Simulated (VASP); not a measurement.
# C (P6_3/mmc) in VASP: further runs, part 2 of 2

VASP 6.6.1.

**3. Single point, PBE (volume scaled by 0.97, then relaxed in part)**

The COD entry that gives the cell may itself be a prediction, so a difference from it is no test against experiment.

INCAR reads:

```
ALGO = Normal ; EDIFF = 1E-6
ENCUT = 520 ; GGA = PE
ISIF = 2 ; ISMEAR = 0
LASPH = True ; LCHARG = False
LREAL = False ; LWAVE = False
NBANDS = 26 ; NELM = 100
PREC = Accurate ; SIGMA = 0.02
```

KPOINTS reads:

```
k-points
0
Gamma
  12 12 4
```

POSCAR reads:

```
C
1.0
    2.4924966456      0.0000000000      0.0000000000
   -1.2462483228      2.1585654139      0.0000000000
    0.0000000000      0.0000000000      8.2212621921
C
8
Direct
    0.0000000000      0.0000000000      0.0929602829
    0.0000000000      0.0000000000      0.5929602829
    0.0000000000      0.0000000000      0.4070397171
    0.0000000000      0.0000000000      0.9070397171
    0.3333333333      0.6666666667      0.1555771977
    0.6666666667      0.3333333333      0.6555771977
    0.3333333333      0.6666666667      0.3444228023
    0.6666666667      0.3333333333      0.8444228023
```

Potentials or basis: VASP PAW PBE potentials, release 64 (C).

The run is started by

```
> cat potpaw_PBE.64/C/POTCAR > POTCAR
> mpirun -np 1 vasp_std > vasp.out
```

OUTCAR:

```text
EDIFF = 1E-6
   ENCUT = 520
   GGA = PE
   ISIF = 2
   ISMEAR = 0
   LASPH = True
   LREAL = False
   NELM = 100
   PREC = Accurate

 ion  position               nearest neighbor table
   1  0.000  0.000  0.093-   5 1.53   5 1.53   5 1.53   4 1.53
   2  0.000  0.000  0.593-   6 1.53   6 1.53   6 1.53   3 1.53
   3  0.000  0.000  0.407-   7 1.53   7 1.53   7 1.53   2 1.53
   4  0.000  0.000  0.907-   8 1.53   8 1.53   8 1.53   1 1.53
   5  0.333  0.667  0.156-   1 1.53   1 1.53   1 1.53   7 1.55
   6  0.667  0.333  0.656-   2 1.53   2 1.53   2 1.53   8 1.55
   7  0.333  0.667  0.344-   3 1.53   3 1.53   3 1.53   5 1.55
   8  0.667  0.333  0.844-   4 1.53   4 1.53   4 1.53   6 1.55

  LATTYP: Found a hexagonal cell.
 ALAT       =     2.4924966456
 C/A-ratio  =     3.2984045161

  Lattice vectors:

 A1 = (   2.4924966456,   0.0000000000,   0.0000000000)
 A2 = (  -1.2462483228,   2.1585654139,   0.0000000000)
 A3 = (   0.0000000000,   0.0000000000,   8.2212621921)

Analysis of symmetry for initial positions (statically):
=====================================================================
 Subroutine PRICEL returns:
 Original cell was already a primitive cell.

 Routine SETGRP: Setting up the symmetry group for a
 hexagonal supercell.

 Subroutine GETGRP returns: Found 24 space group operations
 (whereof 12 operations were pure point group operations)
 out of a pool of 24 trial point group operations.

The static configuration has the point symmetry D_3d.
 The point group associated with its full space group is D_6h.

Analysis of symmetry for dynamics (positions and initial velocities):
=====================================================================
 Subroutine PRICEL returns:
[... 143 lines left out ...]
  volume/ion in A,a.u.               =       5.53        37.31
  Fermi-wavevector in a.u.,A,eV,Ry     =   1.469644  2.777224 29.386579  2.159853
  Thomas-Fermi vector in A             =   2.584996
   LORBIT       =      0    0 simple, 1 ext, 2 COOP (PROOUT), +10 PAW based schemes
   GGA     = PE    functional components
   LHFCALC =     F    Hartree Fock is set to
   AEXX    =    0.0000 exact exchange contribution
   IVDW    =     0    specifies the selected vdW correction
   LEPSILON=     F    determine dielectric tensor
   LRPA    =     F    only Hartree local field effects (RPA)
 non-spin polarized calculation
 Gauss-broadening in eV      SIGMA  =   0.02
  energy-cutoff  :      520.00
  volume of cell :       44.23
 maximum number of plane-waves:      1210
 NGX is ok and might be reduce to    20
   NGX =  9   NGY =  9   NGZ = 31

 number of electron      31.9999997 magnetization

 Free energy of the ion-electron system (eV)
  ---------------------------------------------------
  ext. energy  EPLUGINS =         0.00000000
  ---------------------------------------------------
  free energy    TOTEN  =       -72.60351202 eV

  energy without entropy =      -72.60351202  energy(sigma->0) =      -72.60351202

 E-fermi :  10.3373     XC(G=0): -13.3775

 val. band max:       10.2429269683   @ k =   0.0000   0.0000   0.0000
 cond. band min:      14.8474114492   @ k =   0.4167  -0.0000   0.0000
 fundamental gap:      4.6044844809
 Fermi energy:        10.3372711266

 k-point     1 :       0.0000    0.0000    0.0000
  band No.  band energies     occupation
      1     -11.7347      2.00000
      2     -10.0601      2.00000
      3      -9.9590      2.00000
      4      -5.9173      2.00000
      5      -3.5723      2.00000
      6       3.2599      2.00000
[... 685 lines left out ...]
     25      20.9172      0.00000
     26      22.7091      0.00000

 [... further k-points ...]

------------------------ aborting loop because EDIFF is reached ----------------------------------------

  FORCE on cell =-STRESS in cart. coord.  units (eV):
  Direction    XX          YY          ZZ          XY          YZ          ZX
  --------------------------------------------------------------------------------------
  -------------------------------------------------------------------------------------
  Total        4.0783218      4.0783218      4.0617833      0.0000000      0.0000000      0.0000000
  in kB      147.7249247    147.7249247    147.1258671      0.0000000      0.0000000      0.0000000
  external PRESSURE =     147.5252389 kB  Pullay stress =       0.0000000 kB

 VOLUME and BASIS-vectors are now :
 -----------------------------------------------------------------------------
  energy-cutoff  :      520.00
  volume of cell :       44.23
      direct lattice vectors                 reciprocal lattice vectors
     2.492496646  0.000000000  0.000000000     0.401204151  0.231635324  0.000000000
    -1.246248323  2.158565414  0.000000000     0.000000000  0.463270649  0.000000000
     0.000000000  0.000000000  8.221262192     0.000000000  0.000000000  0.121635824

 POSITION                                       TOTAL-FORCE (eV/Angst)
 -----------------------------------------------------------------------------------
      0.00000      0.00000      0.76425         0.000000      0.000000     -0.001390
      0.00000      0.00000      4.87488        -0.000000      0.000000     -0.001390
      0.00000      0.00000      3.34638         0.000000     -0.000000      0.001390
      0.00000      0.00000      7.45701        -0.000000     -0.000000      0.001390
     -0.00000      1.43904      1.27904        -0.000000      0.000000      0.005469
      1.24625      0.71952      5.38967         0.000000     -0.000000      0.005469
     -0.00000      1.43904      2.83159         0.000000      0.000000     -0.005469
      1.24625      0.71952      6.94222        -0.000000      0.000000     -0.005469
 -----------------------------------------------------------------------------------
    total drift:                               -0.000000      0.000000      0.000000

  FREE ENERGIE OF THE ION-ELECTRON SYSTEM (eV)
  ---------------------------------------------------
  free  energy   TOTEN  =       -72.6035120248 eV

  energy  without entropy=      -72.6035120248  energy(sigma->0) =      -72.60351202
```

OSZICAR:

```text
N       E                     dE             d eps       ncg     rms          rms(c)
DAV:   1     0.637425316879E+02    0.63743E+02   -0.16666E+04  2964   0.120E+03
DAV:   2    -0.700945596877E+02   -0.13384E+03   -0.12580E+03  3944   0.230E+02
DAV:   3    -0.753193063390E+02   -0.52247E+01   -0.51806E+01  3964   0.398E+01
DAV:   4    -0.753663553321E+02   -0.47049E-01   -0.46974E-01  3816   0.420E+00
DAV:   5    -0.753671310172E+02   -0.77569E-03   -0.77498E-03  3900   0.494E-01    0.115E+01
DAV:   6    -0.732943436768E+02    0.20728E+01   -0.13316E+00  3390   0.625E+00    0.685E+00
DAV:   7    -0.725996250334E+02    0.69472E+00   -0.16106E+00  3512   0.709E+00    0.150E+00
DAV:   8    -0.726032893420E+02   -0.36643E-02   -0.37697E-02  3844   0.106E+00    0.102E-01
DAV:   9    -0.726034377497E+02   -0.14841E-03   -0.66420E-04  3942   0.170E-01    0.329E-02
DAV:  10    -0.726034950635E+02   -0.57314E-04   -0.58270E-05  3700   0.505E-02    0.143E-02
DAV:  11    -0.726035115966E+02   -0.16533E-04   -0.12584E-05  3670   0.249E-02    0.236E-03
DAV:  12    -0.726035120248E+02   -0.42820E-06   -0.62633E-07  2938   0.552E-03
   1 F= -.72603512E+02 E0= -.72603512E+02  d E =-.849286E-14
```

It took 24 s on 1 thread of Intel Xeon 6975P-C (Granite Rapids), shared host; peak memory 0.18 GiB.

Results:

```yaml
Free_energy: -72.6035 eV
Pressure: 14.8 GPa
Largest_force: 0.005 eV/Å
Band_gap_on_the_k_mesh: 4.60 eV, indirect (least direct gap 5.36 eV)
```

Forces on the atoms (eV/Å):
```
C    0.000  0.000 -0.001
C    0.000  0.000 -0.001
C    0.000  0.000  0.001
C    0.000  0.000  0.001
C    0.000  0.000  0.005
C    0.000  0.000  0.005
C    0.000  0.000 -0.005
C    0.000  0.000 -0.005
```

Levels at points of the mesh, in eV from the valence-band top:
```
           k point  band 14  band 15  band 16  band 17  band 18  band 19
(0.00, 0.00, 0.00)    -0.24     0.00     0.00     5.36     5.36     5.54
(0.50, 0.00, 0.00)    -4.78    -3.78    -3.04     4.67     5.66     6.07
(0.00, 0.00, 0.50)    -0.67    -0.67    -0.67     6.14     6.14     6.14
(0.50, 0.00, 0.50)    -4.85    -3.76    -3.76     5.01     5.01     7.07
```

Caveat: the cell differs from its parent crystal (volume scaled by 0.97, then relaxed in part). A k mesh can miss the band edges.

**4. Single point, PBE**

This run uses another cell than the first one, of 5.70 Å³/atom, 1.064 times its volume.

INCAR reads:

```
SYSTEM = C
  PREC = Accurate
  ENCUT = 520
  EDIFF = 1E-6
  ISMEAR = 0
  SIGMA = 0.02
  LREAL = .FALSE.
  LASPH = .TRUE.
  NELM = 60
  ALGO = Normal
  ISIF = 2
  LWAVE = .FALSE.
  LCHARG = .FALSE.
  GGA = PE
  NBANDS = 26
```

KPOINTS reads:

```
Automatic mesh
0
G
  12 12 4
  0 0 0
```

POSCAR reads:

```
C
1.0
    2.5180184890      0.0000000000      0.0000000000
   -1.2590092445      2.1806679786      0.0000000000
    0.0000000000      0.0000000000      8.3045881697
C
8
Direct
    0.0000000000      0.0000000000      0.0929681645
    0.0000000000      0.0000000000      0.5929681645
    0.0000000000      0.0000000000      0.4070318355
    0.0000000000      0.0000000000      0.9070318355
    0.3333333333      0.6666666667      0.1555285626
    0.6666666667      0.3333333333      0.6555285626
    0.3333333333      0.6666666667      0.3444714374
    0.6666666667      0.3333333333      0.8444714374
```

The run is started by

```
> cat potpaw_PBE.64/C/POTCAR > POTCAR
> mpirun -np 1 vasp_std > vasp.out
```

It took 24 s on 1 thread of Intel Xeon 6975P-C (Granite Rapids), shared host; peak memory 0.18 GiB.

The run converged. Its results:

```yaml
Free_energy: -72.6699 eV
Pressure: 0.7 GPa
Largest_force: 0.004 eV/Å
Band_gap_on_the_k_mesh: 4.53 eV, indirect (least direct gap 5.29 eV)
```

Forces in eV/Å, atoms in the order of the input:
```
C    0.000  0.000  0.001
C    0.000  0.000  0.001
C    0.000  0.000 -0.001
C    0.000  0.000 -0.001
C    0.000  0.000  0.004
C    0.000  0.000  0.004
C    0.000  0.000 -0.004
C    0.000  0.000 -0.004
```

Levels at points of the mesh, in eV from the valence-band top:
| k point | band 12 | band 13 | band 14 | band 15 | band 16 | band 17 | band 18 | band 19 | band 20 | band 21 |
| --- | --- | --- | --- | --- | --- | --- | --- | --- | --- | --- |
| (0.00, 0.00, 0.00) | -1.72 | -1.72 | -0.22 | 0.00 | 0.00 | 5.29 | 5.29 | 5.46 | 7.10 | 7.10 |
| (0.50, 0.00, 0.00) | -5.00 | -4.91 | -4.65 | -3.66 | -2.95 | 4.60 | 5.57 | 5.98 | 6.02 | 6.64 |
| (0.00, 0.00, 0.50) | -2.62 | -0.65 | -0.65 | -0.65 | -0.65 | 6.06 | 6.06 | 6.06 | 6.06 | 6.68 |
| (0.50, 0.00, 0.50) | -5.97 | -4.71 | -4.71 | -3.64 | -3.64 | 4.94 | 4.94 | 6.98 | 6.98 | 7.55 |

A k mesh can miss the band edges. PBE gaps usually lie below the measured ones, often by a third to a half.

**5. Single point, PBE**

This run uses another cell than the first one, of 5.67 Å³/atom, 1.059 times its volume.

INCAR reads:

```
  ALGO = Normal
  EDIFF = 1E-6
  ENCUT = 520
  GGA = PE
  ISIF = 2
  ISMEAR = 0
  LASPH = T
  LCHARG = F
  LREAL = F
  LWAVE = F
  NBANDS = 26
  NELM = 80
  PREC = Accurate
  SIGMA = 0.02
```

KPOINTS reads:

```
k-points
0
Gamma
  12 12 4
```

POSCAR reads:

```
C
1.0
    2.5221000000      0.0000000000      0.0000000000
   -1.2610500000      2.1842026709      0.0000000000
    0.0000000000      0.0000000000      8.2371000000
C
8
Direct
    0.0000000000      0.0000000000      0.0929896791
    0.0000000000      0.0000000000      0.5929896791
    0.0000000000      0.0000000000      0.4070103209
    0.0000000000      0.0000000000      0.9070103209
    0.3333333333      0.6666666667      0.1554755859
    0.6666666667      0.3333333333      0.6554755859
    0.3333333333      0.6666666667      0.3445244141
    0.6666666667      0.3333333333      0.8445244141
```

The run is started by

```
> cat potpaw_PBE.64/C/POTCAR > POTCAR
> mpirun -np 1 vasp_std > vasp.out
```

Run time: 24 s. Hardware: 1 thread of Intel Xeon 6975P-C (Granite Rapids), shared host; peak memory 0.18 GiB.

Results (log left out):

```
Free energy            : -72.6562 eV
Pressure               : 2.9 GPa
Largest force          : 0.004 eV/Å
Band gap on the k mesh : 4.45 eV, indirect (least direct gap 5.20 eV)
```

Forces in eV/Å, atoms in the order of the input:
```
C    0.000  0.000  0.004
C    0.000  0.000  0.004
C    0.000  0.000 -0.004
C    0.000  0.000 -0.004
C    0.000  0.000  0.000
C    0.000  0.000  0.000
C    0.000  0.000  0.000
C    0.000  0.000  0.000
```

Stress tensor (GPa, compression positive):
```
-1.06  0.00  0.00
 0.00 -1.06  0.00
 0.00  0.00 10.85
```

Levels at points of the mesh, in eV from the valence-band top:
| k point | band 13 | band 14 | band 15 | band 16 | band 17 | band 18 | band 19 | band 20 |
| --- | --- | --- | --- | --- | --- | --- | --- | --- |
| (0.00, 0.00, 0.00) | -1.79 | -0.21 | 0.00 | 0.00 | 5.20 | 5.20 | 5.70 | 7.06 |
| (0.50, 0.00, 0.00) | -4.96 | -4.62 | -3.65 | -2.92 | 4.48 | 5.69 | 5.94 | 5.95 |
| (0.00, 0.00, 0.50) | -0.68 | -0.68 | -0.68 | -0.68 | 6.00 | 6.00 | 6.00 | 6.00 |
| (0.50, 0.00, 0.50) | -4.72 | -4.72 | -3.65 | -3.65 | 4.83 | 4.83 | 7.10 | 7.10 |

A k mesh can miss the band edges. A hybrid or GW would open this gap; PBE tends to underestimate it.

**6. Summary**

| cell | gap on the mesh (eV) | pressure (GPa) | largest force (eV/Å) |
| --- | --- | --- | --- |
| a = 2.466, b = 2.466, c = 8.136 Å, angles 90.0, 90.0, 120.0°, 8 atoms | 4.68 | 31.0 | 0.01 |
| a = 2.492, b = 2.492, c = 8.221 Å, angles 90.0, 90.0, 120.0°, 8 atoms | 4.60 | 14.8 | 0.01 |
| a = 2.518, b = 2.518, c = 8.305 Å, angles 90.0, 90.0, 120.0°, 8 atoms | 4.53 | 0.7 | - |
| a = 2.522, b = 2.522, c = 8.237 Å, angles 90.0, 90.0, 120.0°, 8 atoms | 4.45 | 2.9 | - |

Alike in all rows: task single point; level PBE; potentials or basis VASP PAW PBE potentials, release 64 (C); no spin polarisation; k mesh 12 × 12 × 4; cutoff (eV) 520; smearing gaussian 0.02 eV.

Total energies depend on the potentials used, so only differences within one code and one set of settings carry meaning.
